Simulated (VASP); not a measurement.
# CdTe in VASP: further runs, part 2 of 2

VASP 6.6.1. The steps go on from the part before.

**3. Single point, PBEsol**

Input file INCAR:

```
PREC = Accurate
ENCUT = 520
EDIFF = 1E-6
ISMEAR = 0
SIGMA = 0.05
LREAL = F
LASPH = T
NELM = 100
ALGO = Normal
ISIF = 2
LWAVE = F
LCHARG = F
LDIPOL = T
IDIPOL = 3
DIPOL = 0.5 0.5 0.500
GGA = PS
NBANDS = 36
```

Input file KPOINTS:

```
regular mesh
0
Gamma
  6 6 1
```

Input file POSCAR:

```
CdTe
1.0
    4.5886584790      0.0000000000      0.0000000000
   -2.2943292395      3.9738948121      0.0000000000
    0.0000000000      0.0000000000     23.4299039080
Te Cd
3 3
Direct
    0.0000000000      0.0000000000      0.3201037456
    0.3333333333      0.6666666667      0.4800115273
    0.6666666667      0.3333333333      0.6399193090
    0.3333333333      0.6666666667      0.3600806910
    0.6666666667      0.3333333333      0.5199884727
    0.0000000000      0.0000000000      0.6798962544
```

Potentials or basis: VASP PAW PBE potentials, release 64 (Te, Cd).

Started as:

```console
cat potpaw_PBE.64/Te/POTCAR potpaw_PBE.64/Cd/POTCAR > POTCAR
mpirun -np 1 vasp_std > vasp.out
```

OUTCAR:

```text
PREC = Accurate
   ENCUT = 520
   EDIFF = 1E-6
   ISMEAR = 0
   LREAL = F
   LASPH = T
   NELM = 100
   ISIF = 2
   GGA = PS

 ion  position               nearest neighbor table
   1  0.000  0.000  0.320-   4 2.81   4 2.81   4 2.81
   2  0.333  0.667  0.480-   5 2.81   5 2.81   5 2.81   4 2.81
   3  0.667  0.333  0.640-   6 2.81   6 2.81   6 2.81   5 2.81
   4  0.333  0.667  0.360-   1 2.81   1 2.81   1 2.81   2 2.81
   5  0.667  0.333  0.520-   2 2.81   2 2.81   2 2.81   3 2.81
   6  0.000  0.000  0.680-   3 2.81   3 2.81   3 2.81

  LATTYP: Found a hexagonal cell.
 ALAT       =     4.5886584790
 C/A-ratio  =     5.1060465744

  Lattice vectors:

 A1 = (   4.5886584790,   0.0000000000,   0.0000000000)
 A2 = (  -2.2943292395,   3.9738948121,   0.0000000000)
 A3 = (   0.0000000000,   0.0000000000,  23.4299039080)

Analysis of symmetry for initial positions (statically):
=====================================================================
 Subroutine PRICEL returns:
 Original cell was already a primitive cell.

 Routine SETGRP: Setting up the symmetry group for a
 hexagonal supercell.

 Subroutine GETGRP returns: Found  6 space group operations
 (whereof  6 operations were pure point group operations)
 out of a pool of 24 trial point group operations.

The static configuration has the point symmetry C_3v.

Analysis of symmetry for dynamics (positions and initial velocities):
=====================================================================
 Subroutine PRICEL returns:
 Original cell was already a primitive cell.

 Routine SETGRP: Setting up the symmetry group for a
 hexagonal supercell.

 Subroutine GETGRP returns: Found  6 space group operations
 (whereof  6 operations were pure point group operations)
 out of a pool of 24 trial point group operations.

The dynamic configuration has the point symmetry C_3v.

[... 114 lines left out ...]
   LHFCALC =     F    Hartree Fock is set to
   AEXX    =    0.0000 exact exchange contribution
   IVDW    =     0    specifies the selected vdW correction
   LEPSILON=     F    determine dielectric tensor
   LRPA    =     F    only Hartree local field effects (RPA)
 non-spin polarized calculation
 Gauss-broadening in eV      SIGMA  =   0.05
  energy-cutoff  :      520.00
  volume of cell :      427.24
 maximum number of plane-waves:     11589
 NGX is ok and might be reduce to    36
   NGX = 17   NGY = 17   NGZ = 87

 dipolmoment           0.000000      0.000000      0.000003 electrons x Angstroem

 number of electron      54.0000010 magnetization

 dipolmoment           0.000000      0.000000     -0.315335 electrons x Angstroem

 Free energy of the ion-electron system (eV)
  ---------------------------------------------------
  ext. energy  EPLUGINS =         0.00000000
  ---------------------------------------------------
  free energy    TOTEN  =       -14.96095640 eV

  energy without entropy =      -14.95824663  energy(sigma->0) =      -14.95960151

 E-fermi :  -0.8995     XC(G=0):  -4.7169

 val. band max:       -0.9544314707   @ k =   0.0000   0.0000   0.0000
 cond. band min:      -0.8860980574   @ k =   0.5000   0.0000   0.0000
 fundamental gap:      0.0683334133
 Fermi energy:        -0.8994901677

 k-point     1 :       0.0000    0.0000    0.0000
  band No.  band energies     occupation
      1     -13.4840      2.00000
      2     -12.4968      2.00000
      3     -11.1709      2.00000
      4     -10.7001      2.00000
      5     -10.7001      2.00000
      6     -10.5203      2.00000
[... 262 lines left out ...]
     35       3.8848      0.00000
     36       4.6214      0.00000

------------------------ aborting loop because EDIFF is reached ----------------------------------------

 vacuum level on the upper side and lower side of the slab       (xc-potential included)        -1.700         1.349

  FORCE on cell =-STRESS in cart. coord.  units (eV):
  Direction    XX          YY          ZZ          XY          YZ          ZX
  --------------------------------------------------------------------------------------
  -------------------------------------------------------------------------------------
  Total       -0.9811880     -0.9811880      1.2506444      0.0000000     -0.0000000     -0.0000000
  in kB       -3.6795116     -3.6795116      4.6899889      0.0000000     -0.0000000     -0.0000000
  external PRESSURE =      -0.8896781 kB  Pullay stress =       0.0000000 kB

 VOLUME and BASIS-vectors are now :
 -----------------------------------------------------------------------------
  energy-cutoff  :      520.00
  volume of cell :      427.24
      direct lattice vectors                 reciprocal lattice vectors
     4.588658479  0.000000000  0.000000000     0.217928618  0.125821146  0.000000000
    -2.294329240  3.973894812  0.000000000     0.000000000  0.251642292  0.000000000
     0.000000000  0.000000000 23.429903908     0.000000000  0.000000000  0.042680499

 POSITION                                       TOTAL-FORCE (eV/Angst)
 -----------------------------------------------------------------------------------
      0.00000      0.00000      7.50000        -0.000000     -0.000000      0.184208
     -0.00000      2.64926     11.24662         0.000000      0.000000      0.574869
      2.29433      1.32463     14.99325         0.000000     -0.000000      0.841148
     -0.00000      2.64926      8.43666        -0.000000      0.000000     -0.542788
      2.29433      1.32463     12.18328         0.000000     -0.000000     -0.587582
      0.00000      0.00000     15.92990        -0.000000     -0.000000     -0.469856
 -----------------------------------------------------------------------------------
    total drift:                                0.000000     -0.000000      0.000516

  FREE ENERGIE OF THE ION-ELECTRON SYSTEM (eV)
  ---------------------------------------------------
  free  energy   TOTEN  =       -14.9609563954 eV

  energy  without entropy=      -14.9582466298  energy(sigma->0) =      -14.95960151

 vacuum level on the upper side and lower side of the slab         1.770         4.889
```

OSZICAR:

```text
N       E                     dE             d eps       ncg     rms          rms(c)
DAV:   1     0.370583528177E+03    0.37058E+03   -0.20986E+04   504   0.118E+03
DAV:   2     0.104087353067E+02   -0.36017E+03   -0.34918E+03   608   0.272E+02
DAV:   3    -0.158911322707E+02   -0.26300E+02   -0.26154E+02   584   0.766E+01
[... 33 lines left out ...]
DAV:  37    -0.149609489071E+02   -0.50362E-05   -0.81309E-07   404   0.457E-03    0.509E-03
DAV:  38    -0.149609509922E+02   -0.20850E-05   -0.71428E-08   420   0.117E-03    0.558E-03
DAV:  39    -0.149609545564E+02   -0.35642E-05   -0.97488E-08   364   0.807E-04    0.142E-03
DAV:  40    -0.149609557449E+02   -0.11886E-05   -0.19730E-08   404   0.410E-04    0.106E-03
DAV:  41    -0.149609563954E+02   -0.65049E-06   -0.90929E-08   368   0.675E-04
   1 F= -.14960956E+02 E0= -.14959602E+02  d E =-.270977E-02
```

stdout:

```text
POSCAR found type information on POSCAR TeCd
 POSCAR found :  2 types and       6 ions
 scaLAPACK will be used
 -----------------------------------------------------------------------------
|                                                                             |
|                                                                             |
|     You enforced a specific xc type in the INCAR file but a different       |
|     I HOPE YOU KNOW WHAT YOU ARE DOING!                                     |
|                                                                             |
 -----------------------------------------------------------------------------

 LDA part: xc-table for (Slater+PW92), standard interpolation
 POSCAR, INCAR and KPOINTS ok, starting setup
 FFT: planning ... GRIDC
 FFT: planning ... GRID_SOFT
 FFT: planning ... GRID
 WAVECAR not read
 entering main loop
```

It took 10 min on 1 thread of Intel Xeon 8259CL, shared host; peak memory 0.55 GiB.

What came out:

```yaml
Free_energy: -14.9610 eV
Largest_force: 0.841 eV/Å
Band_gap_on_the_k_mesh: zero (bands 27 and 28 overlap by 0.17 eV)
```

Forces on the atoms (eV/Å):
```
Te   0.000  0.000  0.184
Te   0.000  0.000  0.575
Te   0.000  0.000  0.841
Cd   0.000  0.000 -0.543
Cd   0.000  0.000 -0.588
Cd   0.000  0.000 -0.470
```

Caveat: the PAW data sets were made with another functional, which shifts forces and pressure a little; spin-orbit coupling is left out, which moves the levels of the heavy elements.

**4. Single point, PBEsol**

Input file INCAR:

```
SYSTEM = CdTe
PREC = Accurate
ENCUT = 520
EDIFF = 1E-7
ISMEAR = 0
SIGMA = 0.01
LREAL = .FALSE.
LASPH = .TRUE.
NELM = 100
ALGO = Normal
ISIF = 2
LWAVE = .FALSE.
LCHARG = .TRUE.
LDIPOL = .TRUE.
IDIPOL = 3
DIPOL = 0.5 0.5 0.500
GGA = PS
LELF = .TRUE.
LVHAR = .TRUE.
LVACPOTAV = .TRUE.
NBANDS = 36
```

Input file KPOINTS:

```
regular mesh
0
G
  6 6 1
  0 0 0
```

POSCAR is that of step 3.

Started as:

```console
cat potpaw_PBE.64/Te/POTCAR potpaw_PBE.64/Cd/POTCAR > POTCAR
mpirun -np 1 vasp_std > vasp.out
```

Run time: 11 min. Hardware: 1 thread of Intel Xeon 8259CL, shared host; peak memory 0.54 GiB.

Results (log left out):

```yaml
Free_energy: -14.9592 eV
Largest_force: 0.846 eV/Å
Band_gap_on_the_k_mesh: zero (bands 27 and 28 overlap by 0.18 eV)
```

Forces in eV/Å, atoms in the order of the input:
```
Te   0.000  0.000  0.186
Te   0.000  0.000  0.575
Te   0.000  0.000  0.846
Cd   0.000  0.000 -0.545
Cd   0.000  0.000 -0.589
Cd   0.000  0.000 -0.474
```

Levels at points of the mesh, in eV from the Fermi level:
| k point | band 25 | band 26 | band 27 | band 28 | band 29 | band 30 |
| --- | --- | --- | --- | --- | --- | --- |
| (0.00, 0.00, 0.00) | -1.03 | -0.06 | 0.18 | 0.18 | 0.86 | 1.50 |
| (0.50, 0.00, 0.00) | -1.99 | -0.78 | -0.58 | 0.00 | 1.41 | 1.90 |

Caveat: the PAW data sets were made with another functional, which shifts forces and pressure a little; spin-orbit coupling is left out, which moves the levels of the heavy elements.

**5. Overview**

```csv
cell,smearing,gap on the mesh (eV),largest force (eV/Å)
"as given, atomic positions A",gaussian 0.05 eV,none,0.02
"as given, atomic positions B",gaussian 0.05 eV,none,0.84
"as given, atomic positions B",gaussian 0.01 eV,none,0.85
```

Alike in all rows: task single point; level PBEsol; potentials or basis VASP PAW PBE potentials, release 64 (Te, Cd); no spin polarisation; k mesh 6 × 6 × 1; cutoff (eV) 520.

Caveats: the PAW data sets were made with another functional, which shifts forces and pressure a little; spin-orbit coupling is left out, which moves the levels of the heavy elements.

Absolute energies hang on the potentials; compare differences alone.

The gap in the log of VASP goes by the Fermi energy; the results here count the filled bands.